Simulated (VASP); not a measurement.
# MoS2 (R3m) in VASP: a series of runs

MoS2 is run at these levels: revPBE, r2SCAN, BLYP+D3(BJ); tasks: single point.

All numbers are computed with VASP 6.6.1; they aren't measurements. Logs are shortened: lines on timing, memory, paths and dates and some standing lists are left out, and cuts for length are marked.

## (1) The cell of the first run

The structure is trigonal, space group R3m (No. 160). The conventional cell has a = 3.160 Å, b = 3.160 Å, c = 18.450 Å, α = 90.00°, β = 90.00°, γ = 120.00°. Mo (site symmetry 3m) has 6 S at 2.39 Å and 6 Mo at 3.16 Å within 3.2 Å. S (site symmetry 3m) has 3 Mo at 2.39 Å and 7 S at 3.08 to 3.16 Å within 3.2 Å. S (site symmetry 3m) has 3 Mo at 2.39 Å and 7 S at 3.08 to 3.16 Å within 3.2 Å.

## (2) Single point, revPBE

The input, INCAR:

```
SYSTEM = MoS2
  GGA = RE
  ISMEAR = 0
  SIGMA = 0.03
  LWAVE = .FALSE.
  LCHARG = .FALSE.
  ISIF = 2
  PREC = Accurate
  LASPH = .TRUE.
  LREAL = .FALSE.
  ALGO = Normal
  EDIFF = 1E-6
  NELM = 120
  GGA_COMPAT = .FALSE.
  ENCUT = 340
  EFERMI = MIDGAP
```

The input, KPOINTS:

```
Automatic mesh
0
Gamma
  8 8 8
  0 0 0
```

The input, POSCAR:

```
MoS2
1.0
    1.5800000000      0.9122134253      6.1500000000
   -1.5800000000      0.9122134253      6.1500000000
    0.0000000000     -1.8244268506      6.1500000000
Mo S
1 2
Direct
    0.0000000000      0.0000000000      0.0000000000
    0.4170000000      0.4170000000      0.4170000000
    0.2500000000      0.2500000000      0.2500000000
```

Potentials or basis: VASP PAW PBE potentials, release 64 (Mo_sv, S).

Run with:

```console
cat potpaw_PBE.64/Mo_sv/POTCAR potpaw_PBE.64/S/POTCAR > POTCAR
mpirun -np 1 vasp_std > vasp.out
```

OUTCAR:

```text
SYSTEM = MoS2
   GGA = RE
   ISMEAR = 0
   ISIF = 2
   PREC = Accurate
   LASPH = .TRUE.
   LREAL = .FALSE.
   EDIFF = 1E-6
   NELM = 120
   ENCUT = 340
   EFERMI = MIDGAP

 Found     65 irreducible k-points:

 Following reciprocal coordinates:
            Coordinates               Weight
  0.000000  0.000000  0.000000      1.000000
  0.125000 -0.000000  0.000000      6.000000
  0.250000 -0.000000  0.000000      6.000000
  0.375000 -0.000000  0.000000      6.000000
  0.500000 -0.000000  0.000000      3.000000
  0.125000  0.125000  0.000000      6.000000
   k-points           NKPTS =     65   k-points in BZ     NKDIM =     65   number of bands    NBANDS=     17
   number of dos      NEDOS =    301   number of ions     NIONS =      3
   total plane-waves  NPLWV =  64000
   dimension x,y,z NGX =    40 NGY =   40 NGZ =   40
   dimension x,y,z NGXF=    80 NGYF=   80 NGZF=   80
   ions per type =               1   2
   NGX,Y,Z   is equivalent  to a cutoff of  10.37, 10.37, 10.37 a.u.
   NGXF,Y,Z  is equivalent  to a cutoff of  20.73, 20.73, 20.73 a.u.
 SYSTEM =  MoS2
   PREC   = accura    normal or accurate (medium, high low for compatibility)
   ISTART =      0    job   : 0-new  1-cont  2-samecut
   ICHARG =      2    charge: 1-file 2-atom 10-const
   ISPIN  =      1    spin polarized calculation?
   LNONCOLLINEAR =      F non collinear calculations
   LSORBIT =      F    spin-orbit coupling
   LASPH  =      T    aspherical Exc in radial PAW
   ENCUT  =  340.0 eV  24.99 Ry    5.00 a.u.   9.64  9.64  9.64*2*pi/ulx,y,z
   NELM   =    120;   NELMIN=  2; NELMDL= -5     # of ELM steps
   EDIFF  = 0.1E-05   stopping-criterion for ELM
   LREAL  =      F    real-space projection
   EDIFFG = 0.1E-04   stopping-criterion for IOM
   NSW    =      0    number of steps for IOM
   IBRION =     -1    ionic relax: 0-MD 1-quasi-New 2-CG
   NFREE  =      0    steps in history (QN), initial steepest desc. (CG)
   ISIF   =      2    stress and relaxation
   ISYM   =      2    0-nonsym 1-usesym 2-fastsym
   POTIM  = 0.5000    time-step for ionic-motion
   TEBEG  =    0.0;   TEEND  =   0.0 temperature during run

   SCALEE = 1.0000    scale energy and forces
   PSTRESS=    0.0 pullay stress
   NELECT =      26.0000    total number of electrons
   NUPDOWN=      -1.0000    fix difference up-down
   EMIN   =  10.00;   EMAX   =-10.00  energy-range for DOS
   EFERMI =   0.00;   METHOD = MIDGAP
   ISMEAR =     0;   SIGMA  =   0.03  broadening in eV -4-tet -1-fermi 0-gaus
   EFERMI_NEDOS =   21; number of points for ismear=-14 and -15
   IALGO  =     38    algorithm
   IMIX   =      4    mixing-type and parameters
     AMIX     =   0.40;   BMIX     =  1.00
     AMIX_MAG =   1.60;   BMIX_MAG =  1.00
  volume/ion in A,a.u.               =      17.73       119.63
  Fermi-wavevector in a.u.,A,eV,Ry     =   1.289652  2.437089 22.629252  1.663203
  Thomas-Fermi vector in A             =   2.421532
   LORBIT       =      0    0 simple, 1 ext, 2 COOP (PROOUT), +10 PAW based schemes
   GGA     = RE    functional components
   LHFCALC =     F    Hartree Fock is set to
   AEXX    =    0.0000 exact exchange contribution
   IVDW    =     0    specifies the selected vdW correction
   LEPSILON=     F    determine dielectric tensor
   LRPA    =     F    only Hartree local field effects (RPA)

   CSHIFT  =0.1000    complex shift for real part using Kramers Kronig

   OMEGAMAX=  -1.0    maximum frequency
 non-spin polarized calculation
 Gauss-broadening in eV      SIGMA  =   0.03
  energy-cutoff  :      340.00
  volume of cell :       53.18
 maximum number of plane-waves:       768
   NGX = 19   NGY = 19   NGZ = 19

 number of electron      26.0000005 magnetization

 Free energy of the ion-electron system (eV)
  ---------------------------------------------------
  ext. energy  EPLUGINS =         0.00000000
  ---------------------------------------------------
  free energy    TOTEN  =       -20.66508876 eV

  energy without entropy =      -20.66508876  energy(sigma->0) =      -20.66508876

 E-fermi :   8.2518     XC(G=0): -10.7148

 val. band max:        7.7147694431   @ k =   0.5000   0.5000   0.5000
 cond. band min:       8.7888674406   @ k =  -0.2500   0.1250  -0.0000
 fundamental gap:      1.0740979975
 Fermi energy:         8.2518184418

 k-point     1 :       0.0000    0.0000    0.0000
  band No.  band energies     occupation
      1     -53.8338      2.00000
      2     -28.0077      2.00000
      3     -27.7830      2.00000
      4     -27.7830      2.00000
      5      -7.3949      2.00000
      6      -5.6818      2.00000
[... 9 lines left out ...]
     16      10.1669      0.00000
     17      10.1669      0.00000

 k-point     2 :       0.1250   -0.0000    0.0000
  band No.  band energies     occupation
      1     -53.8278      2.00000
      2     -27.9958      2.00000
      3     -27.8440      2.00000
      4     -27.7969      2.00000
      5      -7.1548      2.00000
      6      -5.6095      2.00000
[... 9 lines left out ...]
     16       9.9141      0.00000
     17      10.1402      0.00000

 k-point     3 :       0.2500   -0.0000    0.0000
  band No.  band energies     occupation
      1     -53.8129      2.00000
      2     -27.9887      2.00000
      3     -27.9663      2.00000
      4     -27.8297      2.00000
      5      -6.5180      2.00000
      6      -5.4184      2.00000
[... 9 lines left out ...]
     16      10.3381      0.00000
     17      10.7675      0.00000

 k-point     4 :       0.3750   -0.0000    0.0000
  band No.  band energies     occupation
      1     -53.7981      2.00000
      2     -28.1307      2.00000
      3     -27.9370      2.00000
      4     -27.8628      2.00000
      5      -5.7577      2.00000
      6      -5.1996      2.00000
[... 9 lines left out ...]
     16      11.0245      0.00000
     17      11.1334      0.00000

 k-point     5 :       0.5000   -0.0000    0.0000
  band No.  band energies     occupation
      1     -53.7920      2.00000
      2     -28.1886      2.00000
      3     -27.9249      2.00000
      4     -27.8767      2.00000
      5      -5.3793      2.00000
      6      -5.1032      2.00000
[... 9 lines left out ...]
     16      11.2282      0.00000
     17      11.2343      0.00000

 k-point     6 :       0.1250    0.1250    0.0000
  band No.  band energies     occupation
      1     -53.8278      2.00000
      2     -27.9958      2.00000
      3     -27.8440      2.00000
      4     -27.7971      2.00000
      5      -7.1452      2.00000
      6      -5.6270      2.00000
[... 9 lines left out ...]
     16       9.8488      0.00000
     17      10.1811      0.00000

 [... further k-points ...]
[... 5 lines left out ...]
  --------------------------------------------------------------------------------------
  -------------------------------------------------------------------------------------
  Total        1.9306968      1.9306968      2.7370429      0.0000000      0.0000000      0.0000000
  in kB       58.1627243     58.1627243     82.4541030      0.0000000      0.0000000      0.0000000
  external PRESSURE =      66.2598505 kB  Pullay stress =       0.0000000 kB

 VOLUME and BASIS-vectors are now :
 -----------------------------------------------------------------------------
  energy-cutoff  :      340.00
  volume of cell :       53.18
      direct lattice vectors                 reciprocal lattice vectors
     1.580000000  0.912213425  6.150000000     0.316455696  0.182705781  0.054200542
    -1.580000000  0.912213425  6.150000000    -0.316455696  0.182705781  0.054200542
     0.000000000 -1.824426851  6.150000000     0.000000000 -0.365411563  0.054200542

 POSITION                                       TOTAL-FORCE (eV/Angst)
 -----------------------------------------------------------------------------------
      0.00000      0.00000      0.00000         0.000000      0.000000      0.087269
      0.00000      0.00000      7.69365         0.000000     -0.000000      0.467341
      0.00000      0.00000      4.61250         0.000000      0.000000     -0.554610
 -----------------------------------------------------------------------------------
    total drift:                                0.000000      0.000000     -0.000004

  FREE ENERGIE OF THE ION-ELECTRON SYSTEM (eV)
  ---------------------------------------------------
  free  energy   TOTEN  =       -20.6650887585 eV

  energy  without entropy=      -20.6650887585  energy(sigma->0) =      -20.66508876
```

It took 99 s on 1 thread of Intel Xeon Platinum 8259CL at 2.50GHz (Skylake/Cascade Lake), shared host; peak memory 0.24 GiB.

Results:

| Property | Result |
| --- | --- |
| Free energy | -20.6651 eV |
| Pressure | 6.6 GPa |
| Largest force | 0.555 eV/Å |
| Band gap on the k mesh | 1.07 eV (least direct gap 2.03 eV) |

Forces in eV/Å, atoms in the order of the input:
```
Mo   0.000  0.000  0.087
S    0.000  0.000  0.467
S    0.000  0.000 -0.555
```

Levels at points of the mesh, in eV from the valence-band top:
```csv
k point,band 11,band 12,band 13,band 14,band 15,band 16
"(0.00, 0.00, 0.00)",-2.33,-1.27,-1.14,2.03,2.03,2.45
"(0.50, 0.00, 0.00)",-2.37,-1.67,-1.48,1.60,2.04,3.51
"(0.50, 0.50, 0.00)",-2.92,-1.85,-1.32,1.55,2.16,3.07
"(0.50, 0.50, 0.50)",-2.30,-2.30,0.00,2.13,2.13,2.32
```

Caveat: the cell stands under pressure; the PAW data sets were made with another functional, which shifts forces and pressure a little. revPBE gaps usually lie below the measured ones, often by a third to a half.

## (3) Single point, revPBE

INCAR, as its differences from that of step 2:

```diff
@@ -14,3 +14,3 @@
   GGA_COMPAT = .FALSE.
-  ENCUT = 340
+  ENCUT = 690
   EFERMI = MIDGAP
```

The input, KPOINTS:

```
Automatic mesh
0
Gamma
  16 16 16
  0 0 0
```

POSCAR is that of step 2.

Potentials or basis: VASP PAW PBE potentials, release 64 (Mo_sv, S).

Run with:

```console
cat potpaw_PBE.64/Mo_sv/POTCAR potpaw_PBE.64/S/POTCAR > POTCAR
mpirun -np 1 vasp_std > vasp.out
```

It took 35 min on 1 thread of Intel Xeon Platinum 8259CL at 2.50GHz (Skylake/Cascade Lake), shared host; peak memory 0.8 GiB.

The run converged. Its results:

```
Free energy            : -20.6766 eV
Pressure               : 7.1 GPa
Largest force          : 0.547 eV/Å
Band gap on the k mesh : 0.97 eV (least direct gap 1.82 eV)
```

Forces in eV/Å, atoms in the order of the input:
```
Mo   0.000  0.000  0.088
S    0.000  0.000  0.459
S    0.000  0.000 -0.547
```

Stress tensor (GPa, compression positive):
```
6.33 0.00 0.00
0.00 6.33 0.00
0.00 0.00 8.75
```

Levels at points of the mesh, in eV from the valence-band top:
```csv
k point,band 9,band 10,band 11,band 12,band 13,band 14,band 15,band 16,band 17
"(0.00, 0.00, 0.00)",-3.46,-2.33,-2.33,-1.27,-1.14,2.03,2.03,2.45,2.45
"(0.50, 0.00, 0.00)",-5.07,-4.05,-2.37,-1.67,-1.48,1.60,2.04,3.51,3.52
"(0.50, 0.50, 0.00)",-4.78,-3.98,-2.92,-1.85,-1.32,1.55,2.16,3.07,3.92
```

Caveat: the cell stands under pressure; the PAW data sets were made with another functional, which shifts forces and pressure a little. A k mesh can miss the band edges.

## (4) Single point, r2SCAN

POSCAR is that of step 3.

The input, INCAR.step1:

```
SYSTEM = MoS2
  PREC = Accurate
  ENCUT = 550
  ISMEAR = -1
  SIGMA = 0.1
  LREAL = .False.
  LASPH = .True.
  NELM = 120
  NBANDS = 20
  GGA = PE
  ALGO = Normal
  EDIFF = 1E-5
  LWAVE = .True.
  LCHARG = .False.
  GGA_COMPAT = .False.
```

The input, INCAR.step2:

```
SYSTEM = MoS2
  PREC = Accurate
  ENCUT = 550
  EDIFF = 1E-6
  ISMEAR = -1
  SIGMA = 0.1
  LREAL = .False.
  LASPH = .True.
  NELM = 120
  ALGO = Normal
  ISIF = 2
  LWAVE = .False.
  LCHARG = .False.
  METAGGA = R2SCAN
  LMIXTAU = .True.
  NBANDS = 20
  ISTART = 1
  GGA_COMPAT = .False.
```

The input, KPOINTS:

```
Automatic mesh
0
Gamma
  10 10 10
  0 0 0
```

Run with:

```console
cat potpaw_PBE.64/Mo_sv/POTCAR potpaw_PBE.64/S/POTCAR > POTCAR
cp INCAR.step1 INCAR
mpirun -np 1 vasp_std > vasp.out
cp INCAR.step2 INCAR
mpirun -np 1 vasp_std > vasp.out
```

Wall time 35 min (1 thread of AMD EPYC 7R43 (Zen 3), shared host); peak memory 0.42 GiB.

Results (log left out):

* Free energy: -45.0114 eV
* Pressure: 4.2 GPa
* Largest force: 0.366 eV/Å
* Band gap on the k mesh: 1.07 eV (least direct gap 2.08 eV)

Forces in eV/Å, atoms in the order of the input:
```
Mo   0.000  0.000  0.087
S    0.000  0.000  0.279
S    0.000  0.000 -0.366
```

Stress tensor (GPa, compression positive):
```
3.97 0.00 0.00
0.00 3.97 0.00
0.00 0.00 4.76
```

Levels at points of the mesh, in eV from the valence-band top:
```csv
k point,band 11,band 12,band 13,band 14,band 15,band 16
"(0.00, 0.00, 0.00)",-2.49,-1.39,-1.20,2.16,2.16,2.57
"(0.50, 0.00, 0.00)",-2.53,-1.82,-1.55,1.69,2.14,3.69
"(0.50, 0.50, 0.00)",-3.11,-2.01,-1.38,1.64,2.26,3.28
"(0.50, 0.50, 0.50)",-2.47,-2.47,0.00,2.26,2.26,2.44
```

Caveat: the cell stands under pressure; the PAW data sets were made with another functional, which shifts forces and pressure a little. r2SCAN opens gaps a little over a GGA but as a rule still falls short of measured ones.

## (5) Single point, BLYP+D3(BJ)

This run uses another cell than the first one, of 17.13 Å³/atom.

The input, INCAR:

```
SYSTEM = MoS2
AGGAC = 1.0 ; AGGAX = 1.0
ALDAC = 0.0 ; ALDAX = 1.0
ALGO = Normal ; EDIFF = 1E-6
ENCUT = 520 ; GGA = B5
ISIF = 2 ; ISMEAR = -1
IVDW = 12 ; LASPH = .TRUE.
LCHARG = .FALSE. ; LREAL = .FALSE.
LWAVE = .FALSE. ; NBANDS = 20
NELM = 100 ; PREC = Accurate
SIGMA = 0.05 ; VDW_A1 = 0.4298
VDW_A2 = 4.2359 ; VDW_S6 = 1.0
VDW_S8 = 2.6996
```

The input, KPOINTS:

```
k-points
0
G
  10 10 10
  0 0 0
```

The input, POSCAR:

```
MoS2
1.0
    1.5928888033      0.9196547794      5.8456896378
   -1.5928888033      0.9196547794      5.8456896378
    0.0000000000     -1.8393095588      5.8456896378
Mo S
1 2
Direct
    0.0000526516      0.0000526516      0.0000526516
    0.4227609459      0.4227609459      0.4227609459
    0.2441864025      0.2441864025      0.2441864025
```

Run with:

```console
cat potpaw_PBE.64/Mo_sv/POTCAR potpaw_PBE.64/S/POTCAR > POTCAR
mpirun -np 1 vasp_std > vasp.out
```

Wall time 4.1 min (1 thread of Intel Xeon Platinum 8488C (Sapphire Rapids), shared host); peak memory 0.39 GiB.

The run converged. Its results:

```
Free energy                : -22.0239 eV
Pressure                   : 0.0 GPa
Largest force              : 0.004 eV/Å
Band gap on the k mesh     : 0.67 eV (least direct gap 1.82 eV)
Dispersion energy per atom : -0.976 eV
```

Forces in eV/Å, atoms in the order of the input:
```
Mo   0.000  0.000  0.000
S    0.000  0.000  0.004
S    0.000  0.000 -0.004
```

Levels at points of the mesh, in eV from the valence-band top:
| k point | band 11 | band 12 | band 13 | band 14 | band 15 | band 16 |
| --- | --- | --- | --- | --- | --- | --- |
| (0.00, 0.00, 0.00) | -2.46 | -1.37 | -0.88 | 1.69 | 1.69 | 2.13 |
| (0.50, 0.00, 0.00) | -2.41 | -1.74 | -1.58 | 1.33 | 1.70 | 2.93 |
| (0.50, 0.50, 0.00) | -3.19 | -2.12 | -1.40 | 1.24 | 1.85 | 2.75 |
| (0.50, 0.50, 0.50) | -2.40 | -2.40 | 0.00 | 1.82 | 1.82 | 1.92 |

Caveat: semilocal functionals underestimate gaps, and a narrow one can read as zero; the PAW data sets were made with another functional, which shifts forces and pressure a little.

## (6) Summary

| level | cell | k mesh | cutoff (eV) | smearing | tolerance level | purpose | dipole correction | gap on the mesh (eV) | pressure (GPa) | largest force (eV/Å) |
| --- | --- | --- | --- | --- | --- | --- | --- | --- | --- | --- |
| revPBE | a = 6.415 Å, angles 28.5°, 3 atoms, atomic positions A | 8 × 8 × 8 | 340 | gaussian 0.03 eV | tight | levels | - | 1.07 | 6.6 | 0.55 |
| revPBE | a = 6.415 Å, angles 28.5°, 3 atoms, atomic positions A | 16 × 16 × 16 | 690 | gaussian 0.03 eV | tight | levels | - | 0.97 | 7.1 | 0.55 |
| r2SCAN | a = 6.415 Å, angles 28.5°, 3 atoms, atomic positions A | 10 × 10 × 10 | 550 | fermi-dirac 0.1 eV | - | - | no | 1.07 | 4.2 | 0.37 |
| BLYP+D3(BJ) | a = 6.128 Å, angles 30.1°, 3 atoms, atomic positions B | 10 × 10 × 10 | 520 | fermi-dirac 0.05 eV | - | - | no | 0.67 | 0.0 | - |

Alike in all rows: task single point; potentials or basis VASP PAW PBE potentials, release 64 (Mo_sv, S); no spin polarisation.

The pressure there spans 4.2 GPa (r2SCAN) to 7.1 GPa (revPBE); a positive pressure means that this level wants a larger cell, a negative one a smaller.

Caveats: the PAW data sets were made with another functional, which shifts forces and pressure a little; the cell stands under pressure (at least some runs); semilocal functionals underestimate gaps, and a narrow one can read as zero (at least some runs).

Total energies depend on the potentials used, so only differences within one code and one set of settings carry meaning.
